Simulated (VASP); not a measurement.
**BaTiO3: single point with PBE+U**

The system is BaTiO3.

```
Ba Ti O
1.0
     2.86037    1.65144    2.34605
    -2.86037    1.65144    2.34605
     0.00000   -3.30287    2.34605
Ba Ti O
1 1 3
Direct
  0.00268 0.00268 0.00268
  0.51280 0.51280 0.51280
  0.49032 0.49032 0.98258
  0.49032 0.98258 0.49032
  0.98258 0.49032 0.49032
```

```
Program             : VASP 6.6.1
Task                : single point
Functional          : PBE
Potentials or basis : VASP PAW PBE potentials, release 64 (Ba_sv, Ti_sv, O_h)
Cutoff              : 910 eV
k mesh              : 6 × 6 × 6
Occupations         : gaussian, width 0.01 eV
Spin                : no spin polarisation
Hubbard terms       : Ti d U = 4.0 eV
```

```json
{
 "Pressure": "3.2 GPa",
 "Largest force": "0.578 eV/Å",
 "Band gap on the k mesh": "2.63 eV (least direct gap 3.03 eV)"
}
```

Forces in eV/Å, atoms in the order of the input:
```
Ba   0.000  0.000 -0.040
Ti   0.000  0.000 -0.578
O    0.000 -0.285  0.206
O   -0.247  0.143  0.206
O    0.247  0.143  0.206
```

Stress tensor (GPa, compression positive):
```
3.33 0.00 0.00
0.00 3.33 0.00
0.00 0.00 2.89
```

Levels at points of the mesh, in eV from the valence-band top:
```tsv
k point	band 17	band 18	band 19	band 20	band 21	band 22	band 23	band 24
(0.00, 0.00, 0.00)	-1.02	-0.47	-0.40	-0.40	2.63	2.63	2.72	4.17
(0.50, 0.00, 0.00)	-1.63	-1.57	-0.94	-0.87	2.80	3.98	4.05	4.15
(0.50, 0.50, 0.00)	-1.79	-0.92	-0.88	-0.09	4.05	4.05	4.40	4.71
(0.50, 0.50, 0.50)	-2.29	-0.02	-0.02	0.00	4.52	4.64	4.64	6.39
```

Eigenvalues of the final occupation matrices:
| site | spin | trace | eigenvalues |
| --- | --- | --- | --- |
| site 2 d | 1 | 0.81 | 0.11 0.11 0.11 0.24 0.24 |
| site 2 d | 2 | 0.81 | 0.11 0.11 0.11 0.24 0.24 |

It took 88 s on 1 thread of AMD EPYC 9R45 96-Core Processor (Zen 5), with other jobs on the host, peak memory 0.3 GiB.

Caveat: the cutoff is under 1.25 times the usual one of these potentials, so pressure, stress and relaxed cells hold a basis-set (Pulay) error; the cell stands under pressure; spin-orbit coupling is left out, which moves the levels of the heavy elements. A k mesh can miss the band edges.
